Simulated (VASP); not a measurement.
# Rh (Im-3m) in VASP: further runs

The runs below take Rh through single point, relaxation of cell and atoms, with r2SCAN.

Everything below comes from runs of VASP 6.6.1. Logs are shortened: lines on timing, memory, paths and dates and some standing lists are left out, and cuts for length are marked.

### 1 The cell of the first run

Symmetry: Im-3m, No. 229, cubic system. The conventional cell has a = 3.058 Å, b = 3.058 Å, c = 3.058 Å, α = 90.00°, β = 90.00°, γ = 90.00°. Rh (site symmetry m-3m) has 14 Rh at 2.65 to 3.06 Å within 3.5 Å.

### 2 Single point, r2SCAN, collinear spin, ferromagnetic start

Input file POSCAR:

```
Rh
1.0
   -1.5292044132      1.5292044132      1.5292044132
    1.5292044132     -1.5292044132      1.5292044132
    1.5292044132      1.5292044132     -1.5292044132
Rh
1
Direct
    0.0000000000      0.0000000000      0.0000000000
```

Input file INCAR.step1:

```
SYSTEM = Rh
  ALGO = Normal
  EDIFF = 1E-4
  ENCUT = 520
  GGA = PE
  ISMEAR = -1
  ISPIN = 2
  LASPH = .TRUE.
  LCHARG = .FALSE.
  LMAXMIX = 4
  LREAL = .FALSE.
  LWAVE = .TRUE.
  MAGMOM = 0.936
  NBANDS = 18
  NELM = 150
  PREC = Accurate
  SIGMA = 0.05
```

Input file INCAR.step2:

```
SYSTEM = Rh
  ALGO = Normal
  EDIFF = 1E-7
  ENCUT = 520
  ISIF = 2
  ISMEAR = -1
  ISPIN = 2
  ISTART = 1
  LASPH = .TRUE.
  LCHARG = .TRUE.
  LELF = .TRUE.
  LMAXMIX = 4
  LMIXTAU = .TRUE.
  LORBIT = 11
  LREAL = .FALSE.
  LVHAR = .TRUE.
  LWAVE = .FALSE.
  MAGMOM = 0.936
  METAGGA = R2SCAN
  NBANDS = 18
  NELM = 150
  PREC = Accurate
  SIGMA = 0.05
```

Input file KPOINTS:

```
k-points
0
G
  24 24 24
  0 0 0
```

Potentials or basis: VASP PAW PBE potentials, release 64 (Rh_pv).

Launch:

```sh
> cat potpaw_PBE.64/Rh_pv/POTCAR > POTCAR
> cp INCAR.step1 INCAR
> mpirun -np 1 vasp_std > vasp.out
> cp INCAR.step2 INCAR
> mpirun -np 1 vasp_std > vasp.out
```

OUTCAR:

```text
SYSTEM = Rh
   EDIFF = 1E-7
   ENCUT = 520
   ISIF = 2
   ISMEAR = -1
   ISPIN = 2
   ISTART = 1
   LASPH = .TRUE.
   LORBIT = 11
   LREAL = .FALSE.
   METAGGA = R2SCAN
   NELM = 150
   PREC = Accurate

 ion  position               nearest neighbor table
   1  0.000  0.000  0.000-

  LATTYP: Found a body centered cubic cell.
 ALAT       =     3.0584088264

  Lattice vectors:

 A1 = (  -1.5292044132,   1.5292044132,   1.5292044132)
 A2 = (   1.5292044132,  -1.5292044132,   1.5292044132)
 A3 = (   1.5292044132,   1.5292044132,  -1.5292044132)

Analysis of symmetry for initial positions (statically):
=====================================================================
 Subroutine PRICEL returns:
 Original cell was already a primitive cell.

 Routine SETGRP: Setting up the symmetry group for a
 body centered cubic supercell.

 Subroutine GETGRP returns: Found 48 space group operations
 (whereof 48 operations were pure point group operations)
 out of a pool of 48 trial point group operations.

The static configuration has the point symmetry O_h .

Analysis of symmetry for dynamics (positions and initial velocities):
=====================================================================
 Subroutine PRICEL returns:
 Original cell was already a primitive cell.

 Routine SETGRP: Setting up the symmetry group for a
 body centered cubic supercell.

 Subroutine GETGRP returns: Found 48 space group operations
 (whereof 48 operations were pure point group operations)
 out of a pool of 48 trial point group operations.

The dynamic configuration has the point symmetry O_h .

Analysis of structural, dynamic, and magnetic symmetry:
=====================================================================
 Subroutine PRICEL returns:
 Original cell was already a primitive cell.

 Routine SETGRP: Setting up the symmetry group for a
 body centered cubic supercell.

 Subroutine GETGRP returns: Found 48 space group operations
 (whereof 48 operations were pure point group operations)
 out of a pool of 48 trial point group operations.

The overall configuration has the point symmetry O_h .

 Subroutine INISYM returns: Found 48 space group operations
 (whereof 48 operations are pure point group operations),
 and found     1 'primitive' translations

----------------------------------------------------------------------------------------

                                     Primitive cell

  volume of cell :      14.3040

  direct lattice vectors                    reciprocal lattice vectors
    -1.529204413  1.529204413  1.529204413     0.000000000  0.326967406  0.326967406
     1.529204413 -1.529204413  1.529204413     0.326967406  0.000000000  0.326967406
     1.529204413  1.529204413 -1.529204413     0.326967406  0.326967406  0.000000000

  length of vectors
     2.648659739  2.648659739  2.648659739     0.462401740  0.462401740  0.462401740

  position of ions in fractional coordinates (direct lattice)
     0.000000000  0.000000000  0.000000000

  ion indices of the primitive-cell ions
   primitive index   ion index
                 1           1

----------------------------------------------------------------------------------------

 KPOINTS: k-points

Automatic generation of k-mesh.
 Grid dimensions read from file:
 generate k-points for:   24   24   24

 Generating k-lattice:

  Cartesian coordinates                     Fractional coordinates (reciprocal lattice)
     0.000000000  0.013623642  0.013623642     0.041666667  0.000000000  0.000000000
     0.013623642  0.000000000  0.013623642     0.000000000  0.041666667  0.000000000
     0.013623642  0.013623642  0.000000000     0.000000000  0.000000000  0.041666667

  Length of vectors
     0.019266739  0.019266739  0.019266739

  Shift w.r.t. Gamma in fractional coordinates (k-lattice)
     0.000000000  0.000000000  0.000000000

 Subroutine IBZKPT returns following result:
 ===========================================

 Found    413 irreducible k-points:

 Following reciprocal coordinates:
            Coordinates               Weight
  0.000000  0.000000  0.000000      1.000000
  0.041667  0.000000  0.000000     12.000000
  0.083333  0.000000  0.000000     12.000000
  0.125000  0.000000  0.000000     12.000000
  0.166667  0.000000  0.000000     12.000000
  0.208333  0.000000  0.000000     12.000000
[... 16 lines left out ...]
  0.416667  0.041667  0.000000     48.000000
  0.458333  0.041667  0.000000     48.000000
 [... further k-points ...]
   k-points           NKPTS =    413   k-points in BZ     NKDIM =    413   number of bands    NBANDS=     18
   number of dos      NEDOS =    301   number of ions     NIONS =      1
   total plane-waves  NPLWV =   8000
   dimension x,y,z NGX =    20 NGY =   20 NGZ =   20
   dimension x,y,z NGXF=    40 NGYF=   40 NGZF=   40
   ions per type =               1
   NGX,Y,Z   is equivalent  to a cutoff of  12.55, 12.55, 12.55 a.u.
   NGXF,Y,Z  is equivalent  to a cutoff of  25.11, 25.11, 25.11 a.u.
 SYSTEM =  Rh
   PREC   = accura    normal or accurate (medium, high low for compatibility)
   ISTART =      1    job   : 0-new  1-cont  2-samecut
   ICHARG =      0    charge: 1-file 2-atom 10-const
   ISPIN  =      2    spin polarized calculation?
   LNONCOLLINEAR =      F non collinear calculations
   LSORBIT =      F    spin-orbit coupling
   LASPH  =      T    aspherical Exc in radial PAW
   ENCUT  =  520.0 eV  38.22 Ry    6.18 a.u.   4.92  4.92  4.92*2*pi/ulx,y,z
   NELM   =    150;   NELMIN=  2; NELMDL=  0     # of ELM steps
   EDIFF  = 0.1E-06   stopping-criterion for ELM
   LREAL  =      F    real-space projection
   EDIFFG = 0.1E-05   stopping-criterion for IOM
   NSW    =      0    number of steps for IOM
   IBRION =     -1    ionic relax: 0-MD 1-quasi-New 2-CG
   NFREE  =      0    steps in history (QN), initial steepest desc. (CG)
   ISIF   =      2    stress and relaxation
   ISYM   =      2    0-nonsym 1-usesym 2-fastsym
   POTIM  = 0.5000    time-step for ionic-motion
   TEBEG  =    0.0;   TEEND  =   0.0 temperature during run
   PSTRESS=    0.0 pullay stress
   NELECT =      15.0000    total number of electrons
   NUPDOWN=      -1.0000    fix difference up-down
   EMIN   =  10.00;   EMAX   =-10.00  energy-range for DOS
   EFERMI =   0.00;   METHOD = LEGACY
   ISMEAR =    -1;   SIGMA  =   0.05  broadening in eV -4-tet -1-fermi 0-gaus
   EFERMI_NEDOS =   21; number of points for ismear=-14 and -15
   IALGO  =     38    algorithm
   IMIX   =      4    mixing-type and parameters
     AMIX     =   0.40;   BMIX     =  1.00
     AMIX_MAG =   1.60;   BMIX_MAG =  1.00
  volume/ion in A,a.u.               =      14.30        96.53
  Fermi-wavevector in a.u.,A,eV,Ry     =   1.663233  3.143054 37.638387  2.766343
  Thomas-Fermi vector in A             =   2.749986
   LORBIT       =     11    0 simple, 1 ext, 2 COOP (PROOUT), +10 PAW based schemes
   METAGGA = R2SCAN    functional components
   LHFCALC =     F    Hartree Fock is set to
   AEXX    =    0.0000 exact exchange contribution
   IVDW    =     0    specifies the selected vdW correction
   LEPSILON=     F    determine dielectric tensor
   LRPA    =     F    only Hartree local field effects (RPA)
 spin polarized calculation
  energy-cutoff  :      520.00
  volume of cell :       14.30
 maximum number of plane-waves:       402
   NGX =  9   NGY =  9   NGZ =  9

 number of electron      15.0000001 magnetization       0.8671139

 Free energy of the ion-electron system (eV)
  ---------------------------------------------------
  ext. energy  EPLUGINS =         0.00000000
  ---------------------------------------------------
  free energy    TOTEN  =       -23.81617965 eV

  energy without entropy =      -23.80441424  energy(sigma->0) =      -23.81029695

 E-fermi :  11.0669     XC(G=0): -14.9089

 val. band max:       11.0654892021   @ k =   0.0833   0.0417   0.0000
 cond. band min:      11.0682914700   @ k =   0.3750   0.1250   0.0833
 fundamental gap:      0.0028022679
 Fermi energy:        11.0669380551

 spin component 1

 k-point     1 :       0.0000    0.0000    0.0000
  band No.  band energies     occupation
      1     -37.0450      1.00000
      2     -37.0450      1.00000
      3     -37.0450      1.00000
      4       3.1492      1.00000
      5       7.6351      1.00000
      6       7.6351      1.00000
[... 10 lines left out ...]
     17      42.9183      0.00000
     18      42.9183      0.00000

 k-point     2 :       0.0417    0.0000    0.0000
  band No.  band energies     occupation
      1     -37.0571      1.00000
      2     -37.0490      1.00000
      3     -37.0450      1.00000
      4       3.2241      1.00000
      5       7.6062      1.00000
      6       7.6358      1.00000
[... 10 lines left out ...]
     17      42.7456      0.00000
     18      43.8798      0.00000
[... 442 lines left out ...]
 k-point    24 :       0.4583    0.0417    0.0000
  band No.  band energies     occupation
      1     -37.7250      1.00000
      2     -37.2793      1.00000
      3     -37.0499      1.00000
      4       4.8142      1.00000
      5       6.1769      1.00000
      6       9.7647      1.00000
[... 10 lines left out ...]
     17      45.6911      0.00000
     18      47.6277      0.00000

 [... further k-points ...]

 spin component 2

 k-point     1 :       0.0000    0.0000    0.0000
  band No.  band energies     occupation
      1     -36.0629      1.00000
      2     -36.0629      1.00000
      3     -36.0629      1.00000
      4       3.1083      1.00000
      5       8.2576      1.00000
      6       8.2576      1.00000
[... 10 lines left out ...]
     17      43.6876      0.00000
     18      43.6876      0.00000

 k-point     2 :       0.0417    0.0000    0.0000
  band No.  band energies     occupation
      1     -36.0755      1.00000
      2     -36.0670      1.00000
      3     -36.0629      1.00000
      4       3.1837      1.00000
      5       8.2269      1.00000
      6       8.2570      1.00000
[... 10 lines left out ...]
     17      43.3782      0.00000
     18      44.5320      0.00000
[... 442 lines left out ...]
 k-point    24 :       0.4583    0.0417    0.0000
  band No.  band energies     occupation
      1     -36.7687      1.00000
      2     -36.3045      1.00000
      3     -36.0686      1.00000
      4       5.3029      1.00000
      5       6.7185      1.00000
      6      10.8697      0.98102
[... 10 lines left out ...]
     17      46.0630      0.00000
     18      48.0052      0.00000

 [... further k-points ...]
[... 5 lines left out ...]
  --------------------------------------------------------------------------------------
  -------------------------------------------------------------------------------------
  Total        0.0611135      0.0611135      0.0611135      0.0000000     -0.0000000      0.0000000
  in kB        6.8452746      6.8452746      6.8452746      0.0000000     -0.0000000      0.0000000
  external PRESSURE =       6.8452746 kB  Pullay stress =       0.0000000 kB

 VOLUME and BASIS-vectors are now :
 -----------------------------------------------------------------------------
  energy-cutoff  :      520.00
  volume of cell :       14.30
      direct lattice vectors                 reciprocal lattice vectors
    -1.529204413  1.529204413  1.529204413     0.000000000  0.326967406  0.326967406
     1.529204413 -1.529204413  1.529204413     0.326967406  0.000000000  0.326967406
     1.529204413  1.529204413 -1.529204413     0.326967406  0.326967406  0.000000000

 POSITION                                       TOTAL-FORCE (eV/Angst)
 -----------------------------------------------------------------------------------
      0.00000      0.00000      0.00000        -0.000000      0.000000     -0.000000
 -----------------------------------------------------------------------------------
    total drift:                                0.000000     -0.000000     -0.000000

  FREE ENERGIE OF THE ION-ELECTRON SYSTEM (eV)
  ---------------------------------------------------
  free  energy   TOTEN  =       -23.8161796534 eV

  energy  without entropy=      -23.8044142412  energy(sigma->0) =      -23.81029695

 total charge

# of ion       s       p       d       tot
------------------------------------------
    1        0.404   6.266   7.093  13.763

 magnetization (x)

# of ion       s       p       d       tot
------------------------------------------
    1       -0.006  -0.011   0.898   0.881
```

Wall time 10 min (1 thread of Oxide Virtual Turin-like, shared host); peak memory 0.22 GiB.

Results:

| Property | Result |
| --- | --- |
| Free energy | -23.8162 eV |
| Pressure | 0.7 GPa |
| Net moment | 0.87 μB per cell |
| Site moments | Rh +0.88 μB |
| Valence electrons inside the program's atomic spheres | Rh 13.76 |

Caveat: the PAW data sets were made with another functional, which shifts forces and pressure a little.

### 3 Relaxation of cell and atoms, r2SCAN, collinear spin, ferromagnetic start

This run uses another cell than the first one, of 13.75 Å³/atom, 0.961 times its volume.

Input file POSCAR:

```
Rh
1.0
   -1.5092612352      1.5092612352      1.5092612352
    1.5092612352     -1.5092612352      1.5092612352
    1.5092612352      1.5092612352     -1.5092612352
Rh
1
Direct
    0.0000000000      0.0000000000      0.0000000000
```

Input file INCAR.step1:

```
SYSTEM = Rh
PREC = Accurate
ENCUT = 600
ISMEAR = -1
SIGMA = 0.05
LREAL = .False.
LASPH = .True.
NELM = 150
ISPIN = 2
MAGMOM = 1
LMAXMIX = 4
GGA = PE
ALGO = Normal
EDIFF = 1E-4
LWAVE = .True.
LCHARG = .False.
```

Input file INCAR.step2:

```
SYSTEM = Rh
PREC = Accurate
ENCUT = 600
EDIFF = 1E-6
ISMEAR = -1
SIGMA = 0.05
LREAL = .False.
LASPH = .True.
NELM = 150
ALGO = Normal
ISIF = 3
LWAVE = .False.
LCHARG = .False.
ISPIN = 2
MAGMOM = 1
LORBIT = 11
LMAXMIX = 4
METAGGA = R2SCAN
LMIXTAU = .True.
IBRION = 2
NSW = 80
EDIFFG = -0.01
ISTART = 1
```

Input file KPOINTS:

```
regular mesh
0
Gamma
  15 15 15
  0 0 0
```

Potentials or basis: VASP PAW PBE potentials, release 64 (Rh_pv).

Launch:

```sh
> cat potpaw_PBE.64/Rh_pv/POTCAR > POTCAR
> cp INCAR.step1 INCAR
> mpirun -np 1 vasp_std > vasp.out
> cp INCAR.step2 INCAR
> mpirun -np 1 vasp_std > vasp.out
```

Wall time 16 min (1 thread of Oxide Virtual Turin-like, shared host); peak memory 0.16 GiB.

It converged, with:

```
Free energy                                           : -23.8170 eV
Relaxed volume                                        : 14.37 Å³/atom
Relaxed cell                                          : a = 2.652 Å, b = 2.652 Å, c = 2.652 Å, α = 109.47°, β = 109.47°, γ = 109.47°
Space group after relaxing (to 0.05 Å)                : Im-3m (No. 229)
Energy gained by relaxing                             : 21.3 meV/atom
Ionic steps                                           : 3
Pressure after relaxing                               : -0.1 GPa
Net moment                                            : 0.93 μB per cell
Site moments                                          : Rh +0.95 μB
Valence electrons inside the program's atomic spheres : Rh 13.75
```

Step by step:
```tsv
step	energy change (eV)	largest force (eV/Å)	pressure (GPa)	volume (Å³)
1	0.0000	0.0000	11.71	13.75
2	0.0651	0.0000	-15.37	15.85
3	-0.0213	0.0000	-0.05	14.37
```

Final structure:
```
CELL_PARAMETERS angstrom
-1.53140 1.53140 1.53140
1.53140 -1.53140 1.53140
1.53140 1.53140 -1.53140
ATOMIC_POSITIONS crystal
Rh 0.00000 0.00000 0.00000
```

Levels at points of the mesh, in eV from the Fermi level:
Spin up:
| k point | band 6 | band 7 | band 8 | band 9 | band 10 | band 11 |
| --- | --- | --- | --- | --- | --- | --- |
| (0.00, 0.00, 0.00) | -3.45 | -3.45 | -1.36 | -1.36 | 17.03 | 19.07 |
Spin down:
| k point | band 3 | band 4 | band 5 | band 6 | band 7 | band 8 | band 9 | band 10 | band 11 | band 12 |
| --- | --- | --- | --- | --- | --- | --- | --- | --- | --- | --- |
| (0.00, 0.00, 0.00) | -47.09 | -7.93 | -2.76 | -2.76 | -2.76 | 0.02 | 0.02 | 19.15 | 19.15 | 19.15 |

Caveat: the PAW data sets were made with another functional, which shifts forces and pressure a little.
